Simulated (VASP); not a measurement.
# MoS2 (R-3m) in VASP: further runs

Runs on MoS2. Level: PBE+D3(BJ). Tasks: single point, relaxation of cell and atoms.

All numbers are computed with VASP 6.6.1; they aren't measurements. Logs are shortened: lines on timing, memory, paths and dates and some standing lists are left out, and cuts for length are marked.

**1. The cell of the first run**

The structure is trigonal, space group R-3m (No. 166). Conventional cell: a = 3.142 Å, b = 3.142 Å, c = 17.905 Å, α = 90.00°, β = 90.00°, γ = 120.00°. Mo (site symmetry -3m) has 6 S at 2.42 Å and 6 Mo at 3.14 Å within 3.2 Å. Within 3.4 Å of S (site symmetry 3m) lie 3 Mo at 2.42 Å and 9 S at 3.14 to 3.32 Å.

**2. Single point, PBE+D3(BJ)**

Input file INCAR:

```
SYSTEM = MoS2
ALGO = Normal
EDIFF = 1E-7
ENCUT = 520
GGA = PE
ISIF = 2
ISMEAR = 0
IVDW = 12
LASPH = .TRUE.
LCHARG = .TRUE.
LELF = .TRUE.
LREAL = .FALSE.
LVHAR = .TRUE.
LWAVE = .FALSE.
NBANDS = 20
NELM = 80
PREC = Accurate
SIGMA = 0.1
```

Input file KPOINTS:

```
k-points
0
G
  6 6 6
  0 0 0
```

Input file POSCAR:

```
MoS2
1.0
    1.5709877215      0.9070101839      5.9683048880
   -1.5709877215      0.9070101839      5.9683048880
    0.0000000000     -1.8140203678      5.9683048880
Mo S
1 2
Direct
    0.0000000000      0.0000000000      0.0000000000
    0.7558003610      0.7558003610      0.7558003610
    0.2441996390      0.2441996390      0.2441996390
```

Potentials or basis: VASP PAW PBE potentials, release 64 (Mo_sv, S).

Launch:

```console
cat potpaw_PBE.64/Mo_sv/POTCAR potpaw_PBE.64/S/POTCAR > POTCAR
mpirun -np 1 vasp_std > vasp.out
```

OUTCAR:

```text
SYSTEM = MoS2
   EDIFF = 1E-7
   ENCUT = 520
   GGA = PE
   ISIF = 2
   ISMEAR = 0
   IVDW = 12
   LASPH = .TRUE.
   LREAL = .FALSE.
   NELM = 80
   PREC = Accurate
 IVDW          = 12

 ion  position               nearest neighbor table
   1  0.000  0.000  0.000-   2 2.42   3 2.42   2 2.42   2 2.42   3 2.42   3 2.42
   2  0.756  0.756  0.756-   1 2.42   1 2.42   1 2.42
   3  0.244  0.244  0.244-   1 2.42   1 2.42   1 2.42

  LATTYP: Found a trigonal (rhomboedric) cell.
 ALAT       =     6.2378949279
 COS(alpha) =     0.8731473726

  Lattice vectors:

 A1 = (   1.5709877215,   0.9070101839,   5.9683048880)
 A2 = (  -1.5709877215,   0.9070101839,   5.9683048880)
 A3 = (   0.0000000000,  -1.8140203678,   5.9683048880)

Analysis of symmetry for initial positions (statically):
=====================================================================
 Subroutine PRICEL returns:
 Original cell was already a primitive cell.

 Routine SETGRP: Setting up the symmetry group for a
 trigonal (rhombohedral) supercell.

 Subroutine GETGRP returns: Found 12 space group operations
 (whereof 12 operations were pure point group operations)
 out of a pool of 12 trial point group operations.

The static configuration has the point symmetry D_3d.

Analysis of symmetry for dynamics (positions and initial velocities):
=====================================================================
 Subroutine PRICEL returns:
 Original cell was already a primitive cell.

 Routine SETGRP: Setting up the symmetry group for a
 trigonal (rhombohedral) supercell.

 Subroutine GETGRP returns: Found 12 space group operations
 (whereof 12 operations were pure point group operations)
 out of a pool of 12 trial point group operations.

The dynamic configuration has the point symmetry D_3d.

 Subroutine INISYM returns: Found 12 space group operations
 (whereof 12 operations are pure point group operations),
 and found     1 'primitive' translations

----------------------------------------------------------------------------------------

                                     Primitive cell

  volume of cell :      51.0255

  direct lattice vectors                    reciprocal lattice vectors
     1.570987722  0.907010184  5.968304888     0.318271106  0.183753909  0.055850587
    -1.570987722  0.907010184  5.968304888    -0.318271106  0.183753909  0.055850587
[... 85 lines left out ...]
   ENCUT  =  520.0 eV  38.22 Ry    6.18 a.u.  11.60 11.60 11.60*2*pi/ulx,y,z
   NELM   =     80;   NELMIN=  2; NELMDL= -5     # of ELM steps
   EDIFF  = 0.1E-06   stopping-criterion for ELM
   LREAL  =      F    real-space projection
   EDIFFG = 0.1E-05   stopping-criterion for IOM
   NSW    =      0    number of steps for IOM
   IBRION =     -1    ionic relax: 0-MD 1-quasi-New 2-CG
   NFREE  =      0    steps in history (QN), initial steepest desc. (CG)
   ISIF   =      2    stress and relaxation
   ISYM   =      2    0-nonsym 1-usesym 2-fastsym
   POTIM  = 0.5000    time-step for ionic-motion
   TEBEG  =    0.0;   TEEND  =   0.0 temperature during run
   PSTRESS=    0.0 pullay stress
   NELECT =      26.0000    total number of electrons
   NUPDOWN=      -1.0000    fix difference up-down
   EMIN   =  10.00;   EMAX   =-10.00  energy-range for DOS
   EFERMI =   0.00;   METHOD = LEGACY
   ISMEAR =     0;   SIGMA  =   0.10  broadening in eV -4-tet -1-fermi 0-gaus
   EFERMI_NEDOS =   21; number of points for ismear=-14 and -15
   IALGO  =     38    algorithm
   IMIX   =      4    mixing-type and parameters
     AMIX     =   0.40;   BMIX     =  1.00
     AMIX_MAG =   1.60;   BMIX_MAG =  1.00
  volume/ion in A,a.u.               =      17.01       114.78
  Fermi-wavevector in a.u.,A,eV,Ry     =   1.307586  2.470979 23.262979  1.709781
  Thomas-Fermi vector in A             =   2.438310
   LORBIT       =      0    0 simple, 1 ext, 2 COOP (PROOUT), +10 PAW based schemes
   GGA     = PE    functional components
   LHFCALC =     F    Hartree Fock is set to
   AEXX    =    0.0000 exact exchange contribution
   IVDW    =    12    specifies the selected vdW correction
   LEPSILON=     F    determine dielectric tensor
   LRPA    =     F    only Hartree local field effects (RPA)
 non-spin polarized calculation
 Gauss-broadening in eV      SIGMA  =   0.10
  energy-cutoff  :      520.00
  volume of cell :       51.03
 maximum number of plane-waves:      1388
 NGX is ok and might be reduce to    48
   NGX = 23   NGY = 23   NGZ = 23

 number of electron      26.0000000 magnetization

 Free energy of the ion-electron system (eV)
  ---------------------------------------------------
  ext. energy  EPLUGINS =         0.00000000
  ---------------------------------------------------
  free energy    TOTEN  =       -20.98180569 eV

  energy without entropy =      -20.97763088  energy(sigma->0) =      -20.97971829

 E-fermi :   8.2030     XC(G=0): -11.1697

 val. band max:        8.1951711377   @ k =   0.5000   0.5000   0.5000
 cond. band min:       8.2735012287   @ k =   0.1667   0.1667   0.1667
 fundamental gap:      0.0783300910
 Fermi energy:         8.2030065081

 k-point     1 :       0.0000    0.0000    0.0000
  band No.  band energies     occupation
      1     -53.4065      2.00000
      2     -27.4902      2.00000
      3     -27.3561      2.00000
      4     -27.3561      2.00000
      5      -6.8992      2.00000
      6      -5.1845      2.00000
[... 541 lines left out ...]
     19      15.3182      0.00000
     20      16.8528      0.00000

 [... further k-points ...]

------------------------ aborting loop because EDIFF is reached ----------------------------------------

 Edisp (eV)   -1.33933

 E8    (eV) :    -0.5406

  FORCE on cell =-STRESS in cart. coord.  units (eV):
  Direction    XX          YY          ZZ          XY          YZ          ZX
  --------------------------------------------------------------------------------------
  -------------------------------------------------------------------------------------
  Total      -0.06731    -0.06731    -0.00789     0.00000    -0.00000     0.00000
  in kB      -2.11337    -2.11337    -0.24767     0.00000    -0.00000     0.00000
  external pressure =       -1.49 kB  Pullay stress =        0.00 kB

 VOLUME and BASIS-vectors are now :
 -----------------------------------------------------------------------------
  energy-cutoff  :      520.00
  volume of cell :       51.03
      direct lattice vectors                 reciprocal lattice vectors
     1.570987722  0.907010184  5.968304888     0.318271106  0.183753909  0.055850587
    -1.570987722  0.907010184  5.968304888    -0.318271106  0.183753909  0.055850587
     0.000000000 -1.814020368  5.968304888     0.000000000 -0.367507818  0.055850587

 POSITION                                       TOTAL-FORCE (eV/Angst)
 -----------------------------------------------------------------------------------
      0.00000      0.00000      0.00000         0.000000     -0.000000      0.000000
      0.00000      0.00000     13.53254         0.000000      0.000000     -0.005273
      0.00000      0.00000      4.37237         0.000000      0.000000      0.005273
 -----------------------------------------------------------------------------------
    total drift:                               -0.000000     -0.000000      0.000000

  FREE ENERGIE OF THE ION-ELECTRON SYSTEM (eV)
  ---------------------------------------------------
  free  energy   TOTEN  =       -22.3211405289 eV

  energy  without entropy=      -22.3169657205  energy(sigma->0) =      -22.31905312
```

OSZICAR:

```text
N       E                     dE             d eps       ncg     rms          rms(c)
DAV:   1     0.176916183017E+03    0.17692E+03   -0.13387E+04  1280   0.123E+03
DAV:   2    -0.156165046456E+02   -0.19253E+03   -0.18787E+03  1572   0.314E+02
DAV:   3    -0.224431789898E+02   -0.68267E+01   -0.67492E+01  1600   0.552E+01
DAV:   4    -0.225157498089E+02   -0.72571E-01   -0.72522E-01  1532   0.605E+00
DAV:   5    -0.225167985855E+02   -0.10488E-02   -0.10487E-02  1604   0.715E-01    0.237E+01
DAV:   6    -0.215751701294E+02    0.94163E+00   -0.15073E+01  1344   0.208E+01    0.974E+00
DAV:   7    -0.211322675891E+02    0.44290E+00   -0.65598E+00  1328   0.131E+01    0.618E+00
DAV:   8    -0.209821636137E+02    0.15010E+00   -0.86928E-01  1432   0.503E+00    0.198E+00
DAV:   9    -0.209829499535E+02   -0.78634E-03   -0.25178E-02  1460   0.103E+00    0.585E-01
DAV:  10    -0.209818722476E+02    0.10777E-02   -0.96927E-03  1432   0.629E-01    0.175E-01
DAV:  11    -0.209818312281E+02    0.41019E-04   -0.53773E-04  1512   0.150E-01    0.535E-02
DAV:  12    -0.209817918308E+02    0.39397E-04   -0.16114E-04  1432   0.784E-02    0.543E-02
DAV:  13    -0.209818055216E+02   -0.13691E-04   -0.21922E-05  1404   0.286E-02    0.177E-02
DAV:  14    -0.209818057972E+02   -0.27559E-06   -0.82397E-07  1644   0.511E-03    0.103E-02
DAV:  15    -0.209818056921E+02    0.10506E-06   -0.44473E-07  1432   0.375E-03    0.202E-03
DAV:  16    -0.209818056909E+02    0.12924E-08   -0.87230E-08   956   0.194E-03
   1 F= -.22321141E+02 E0= -.22319053E+02  d E =-.417481E-02
```

stdout:

```text
POSCAR found type information on POSCAR MoS
 POSCAR found :  2 types and       3 ions
 scaLAPACK will be used
 LDA part: xc-table for (Slater+PW92), standard interpolation
 POSCAR, INCAR and KPOINTS ok, starting setup
 FFT: planning ... GRIDC
 FFT: planning ... GRID_SOFT
 FFT: planning ... GRID
 WAVECAR not read
 entering main loop
```

Wall time 2.3 min (1 thread of Intel Xeon 8259CL, shared host); peak memory 0.34 GiB.

Results:

| Item | Value |
| --- | --- |
| Free energy | -22.3211 eV |
| Pressure | -0.1 GPa |
| Largest force | 0.005 eV/Å |
| Band gap on the k mesh | zero (bands 13 and 14 overlap by 0.49 eV) |
| Dispersion energy per atom | -0.446 eV |

Forces on the atoms (eV/Å):
```
Mo   0.000  0.000  0.000
S    0.000  0.000 -0.005
S    0.000  0.000  0.005
```

Levels at points of the mesh, in eV from the Fermi level:
```csv
k point,band 9,band 10,band 11,band 12,band 13,band 14,band 15,band 16,band 17,band 18
"(0.00, 0.00, 0.00)",-3.65,-1.42,-1.35,-0.73,-0.73,0.12,0.12,3.27,3.27,6.41
"(0.50, 0.00, 0.00)",-5.30,-3.94,-2.65,-1.89,-1.21,1.41,2.22,3.20,4.07,5.68
"(0.50, 0.50, 0.00)",-4.41,-3.81,-2.73,-2.35,-1.60,1.42,1.89,3.88,4.81,5.04
"(0.50, 0.50, 0.50)",-3.61,-3.61,-0.71,-0.71,-0.08,-0.08,-0.01,3.47,3.47,6.58
```

Caveat: the k points lie up to 0.39 Å⁻¹ apart.

**3. Relaxation of cell and atoms, PBE+D3(BJ)**

This run uses another cell than the first one, of 17.75 Å³/atom.

Input file INCAR:

```
SYSTEM = MoS2
PREC = Accurate
ENCUT = 600
EDIFF = 1E-6
ISMEAR = 0
SIGMA = 0.1
LREAL = .FALSE.
LASPH = .TRUE.
NELM = 80
ALGO = Normal
ISIF = 3
LWAVE = .FALSE.
LCHARG = .FALSE.
GGA = PE
IVDW = 12
IBRION = 2
NSW = 90
EDIFFG = -0.05
```

Input file KPOINTS:

```
Automatic mesh
0
G
  6 6 6
  0 0 0
```

Input file POSCAR:

```
MoS2
1.0
    1.5855000000      0.9153888518      6.1149966667
   -1.5855000000      0.9153888518      6.1149966667
    0.0000000000     -1.8307777036      6.1149966667
Mo S
1 2
Direct
    0.0000000000      0.0000000000      0.0000000000
    0.7500000000      0.7500000000      0.7500000000
    0.2500000000      0.2500000000      0.2500000000
```

Potentials or basis: VASP PAW PBE potentials, release 64 (Mo_sv, S).

Launch:

```console
cat potpaw_PBE.64/Mo_sv/POTCAR potpaw_PBE.64/S/POTCAR > POTCAR
mpirun -np 1 vasp_std > vasp.out
```

Run time: 21 min. Hardware: 1 thread of Intel Xeon 8259CL, shared host; peak memory 0.45 GiB.

The run converged. Its results:

| Item | Value |
| --- | --- |
| Free energy | -22.3227 eV |
| Relaxed volume | 16.98 Å³/atom |
| Relaxed cell | a = 6.244 Å, b = 6.244 Å, c = 6.244 Å, α = 29.10°, β = 29.10°, γ = 29.10° |
| Space group after relaxing (to 0.1 Å) | R-3m (No. 166) |
| Energy gained by relaxing | 22.3 meV/atom |
| Ionic steps | 13 |
| Pressure after relaxing | -0.1 GPa |
| Largest force after relaxing | 0.011 eV/Å |
| Band gap on the k mesh | zero (bands 13 and 14 overlap by 0.48 eV) |
| Dispersion energy per atom | -0.447 eV |

Forces in eV/Å, atoms in the order of the input:
```
Mo   0.000  0.000  0.000
S    0.000  0.000 -0.011
S    0.000  0.000  0.011
```

The path:
```
step  energy change (eV)  largest force (eV/Å)  pressure (GPa)  volume (Å³)
   1              0.0000                0.9364            3.87        53.25
   2              0.0557                0.8430           -8.68        56.62
   3             -0.0330                0.2018           -1.36        54.48
   4             -0.0330                0.2154           -1.30        54.46
   5             -0.0450                0.1723           -0.89        53.74
   6             -0.0525                0.0848           -0.05        52.49
   7             -0.0526                0.0941           -0.14        52.61
   8             -0.0565                0.1031            0.03        52.28
   9             -0.0642                0.1288            0.70        51.31
  10             -0.0544                0.1417            2.57        49.36
  11             -0.0649                0.1641            1.21        50.85
  12             -0.0666                0.0606            0.46        50.91
  13             -0.0669                0.0115           -0.05        50.95
```

Final structure:
```
CELL_PARAMETERS angstrom
1.56879 0.90574 5.97580
-1.56879 0.90574 5.97580
0.00000 -1.81148 5.97580
ATOMIC_POSITIONS crystal
Mo 0.00000 0.00000 0.00000
S 0.75584 0.75584 0.75584
S 0.24416 0.24416 0.24416
```

Levels at points of the mesh, in eV from the Fermi level:
```
           k point  band 11  band 12  band 13  band 14  band 15  band 16
(0.00, 0.00, 0.00)    -1.37    -0.73    -0.73     0.13     0.13     3.27
(0.50, 0.00, 0.00)    -2.65    -1.91    -1.21     1.43     2.23     3.20
(0.50, 0.50, 0.00)    -2.74    -2.37    -1.60     1.43     1.89     3.88
(0.50, 0.50, 0.50)    -0.70    -0.70    -0.06    -0.06    -0.03     3.47
```

Caveat: the k points lie up to 0.39 Å⁻¹ apart in the final cell.

**4. Single point, PBE+D3(BJ)**

This run uses another cell than the first one, of 16.89 Å³/atom.

Input file INCAR:

```
SYSTEM = MoS2
  ALGO = Normal
  EDIFF = 1E-7
  ENCUT = 520
  GGA = PE
  ISIF = 2
  ISMEAR = 0
  IVDW = 12
  LASPH = .TRUE.
  LCHARG = .TRUE.
  LELF = .TRUE.
  LREAL = .FALSE.
  LVHAR = .TRUE.
  LWAVE = .FALSE.
  NBANDS = 20
  NELM = 60
  PREC = Accurate
  SIGMA = 0.1
```

Input file KPOINTS:

```
k-points
0
G
  12 12 12
  0 0 0
```

Input file POSCAR:

```
MoS2
1.0
    1.5673861198      0.9049307982      5.9523696769
   -1.5673861198      0.9049307982      5.9523696769
    0.0000000000     -1.8098615964      5.9523696769
Mo S
1 2
Direct
    0.0000000000      0.0000000000      0.0000000000
    0.7563799346      0.7563799346      0.7563799346
    0.2436200654      0.2436200654      0.2436200654
```

Launch:

```console
cat potpaw_PBE.64/Mo_sv/POTCAR potpaw_PBE.64/S/POTCAR > POTCAR
mpirun -np 1 vasp_std > vasp.out
```

It took 9.7 min on 1 thread of Intel Xeon 8259CL, shared host; peak memory 0.44 GiB.

Results (log left out):

```yaml
Free_energy: -22.2970 eV
Pressure: -0.1 GPa
Largest_force: 0.010 eV/Å
Band_gap_on_the_k_mesh: zero (bands 13 and 14 overlap by 0.48 eV)
Dispersion_energy_per_atom: -0.450 eV
```

Forces in eV/Å, atoms in the order of the input:
```
Mo   0.000  0.000  0.000
S    0.000  0.000 -0.010
S    0.000  0.000  0.010
```

Levels at points of the mesh, in eV from the Fermi level:
```tsv
k point	band 11	band 12	band 13	band 14	band 15	band 16
(0.00, 0.00, 0.00)	-1.41	-0.80	-0.80	0.06	0.06	3.17
(0.50, 0.00, 0.00)	-2.73	-2.00	-1.28	1.37	2.16	3.08
(0.50, 0.50, 0.00)	-2.83	-2.48	-1.69	1.37	1.80	3.80
(0.50, 0.50, 0.50)	-0.78	-0.78	-0.15	-0.15	-0.11	3.38
```

**5. Relaxation of cell and atoms, PBE+D3(BJ)**

Input file INCAR:

```
ALGO = Normal
EDIFF = 1E-6
EDIFFG = -0.02
ENCUT = 600
GGA = PE
IBRION = 2
ISIF = 3
ISMEAR = 0
IVDW = 12
LASPH = True
LCHARG = False
LREAL = False
LWAVE = False
NELM = 60
NSW = 90
PREC = Accurate
SIGMA = 0.1
```

Input file KPOINTS:

```
k-points
0
Gamma
  12 12 12
```

Input file POSCAR:

```
MoS2
1.0
    1.5709877215      0.9070101839      5.9683048880
   -1.5709877215      0.9070101839      5.9683048880
    0.0000000000     -1.8140203678      5.9683048880
Mo S
1 2
Direct
    0.0000000000      0.0000000000      0.0000000000
    0.7558003610      0.7558003610      0.7558003610
    0.2441996390      0.2441996390      0.2441996390
```

Launch:

```console
cat potpaw_PBE.64/Mo_sv/POTCAR potpaw_PBE.64/S/POTCAR > POTCAR
mpirun -np 1 vasp_std > vasp.out
```

It took 32 min on 1 thread of Intel Xeon 8259CL, shared host; peak memory 0.5 GiB.

It converged, with:

```yaml
Free_energy: -22.2977 eV
Relaxed_volume: 16.92 Å³/atom
Relaxed_cell: a = 6.237 Å, b = 6.237 Å, c = 6.237 Å, α = 29.10°, β = 29.10°, γ = 29.10°
Space_group_after_relaxing_to_0.1_Å: R-3m (No. 166)
Energy_gained_by_relaxing: 0.2 meV/atom
Ionic_steps: 6
Pressure_after_relaxing: 0.0 GPa
Largest_force_after_relaxing: 0.007 eV/Å
Band_gap_on_the_k_mesh: zero (bands 13 and 14 overlap by 0.48 eV)
Dispersion_energy_per_atom: -0.449 eV
```

Forces on the atoms (eV/Å):
```
Mo   0.000  0.000  0.000
S    0.000  0.000  0.007
S    0.000  0.000 -0.007
```

Stress tensor (GPa, compression positive):
```
 0.00  0.00  0.00
 0.00  0.00  0.00
 0.00  0.00 -0.14
```

Step by step:
```
step  energy change (eV)  largest force (eV/Å)  pressure (GPa)  volume (Å³)
   1              0.0000                0.0476           -0.19        51.03
   2             -0.0004                0.0390           -0.01        50.87
   3             -0.0005                0.0335            0.11        50.77
   4             -0.0005                0.0256           -0.28        50.82
   5             -0.0006                0.0076           -0.07        50.79
   6             -0.0006                0.0066           -0.04        50.76
```

Final structure:
```xyz
3
Lattice="1.5668 0.9046 5.9689 -1.5668 0.9046 5.9689 0.0000 -1.8091 5.9689" Properties=species:S:1:pos:R:3 pbc="T T T"
Mo    0.0000    0.0000    0.0000
S     0.0000    0.0000   13.5401
S     0.0000    0.0000    4.3667
```

Levels at points of the mesh, in eV from the Fermi level:
| k point | band 9 | band 10 | band 11 | band 12 | band 13 | band 14 | band 15 | band 16 | band 17 |
| --- | --- | --- | --- | --- | --- | --- | --- | --- | --- |
| (0.00, 0.00, 0.00) | -3.70 | -1.56 | -1.45 | -0.80 | -0.80 | 0.06 | 0.06 | 3.18 | 3.18 |
| (0.50, 0.00, 0.00) | -5.42 | -4.02 | -2.73 | -2.01 | -1.28 | 1.37 | 2.15 | 3.09 | 3.98 |
| (0.50, 0.50, 0.00) | -4.51 | -3.88 | -2.83 | -2.48 | -1.68 | 1.37 | 1.81 | 3.79 | 4.71 |
| (0.50, 0.50, 0.50) | -3.67 | -3.67 | -0.78 | -0.78 | -0.14 | -0.14 | -0.13 | 3.38 | 3.38 |

**6. Overview**

```tsv
task	cell	k mesh	cutoff (eV)	gap on the mesh (eV)	pressure (GPa)	relaxed volume (Å³/atom)	largest force (eV/Å)
single point	a = 6.238 Å, angles 29.2°, 3 atoms, atomic positions A	6 × 6 × 6	520	none	-0.1	-	0.01
relaxation of cell and atoms	relaxed from a = 6.383 Å, angles 28.8°, 3 atoms, atomic positions B	6 × 6 × 6	600	none	-0.1	16.98	0.01
single point	a = 6.221 Å, angles 29.2°, 3 atoms, atomic positions C	12 × 12 × 12	520	none	-0.1	-	0.01
relaxation of cell and atoms	relaxed from a = 6.238 Å, angles 29.2°, 3 atoms, atomic positions A	12 × 12 × 12	600	none	0.0	16.92	0.01
```

Alike in all rows: level PBE+D3(BJ); potentials or basis VASP PAW PBE potentials, release 64 (Mo_sv, S); no spin polarisation; smearing gaussian 0.1 eV.

Caveats: some runs use coarse meshes.

Total energies depend on the potentials used, so only differences within one code and one set of settings carry meaning.

The gap in the log of VASP goes by the Fermi energy; the results here count the filled bands.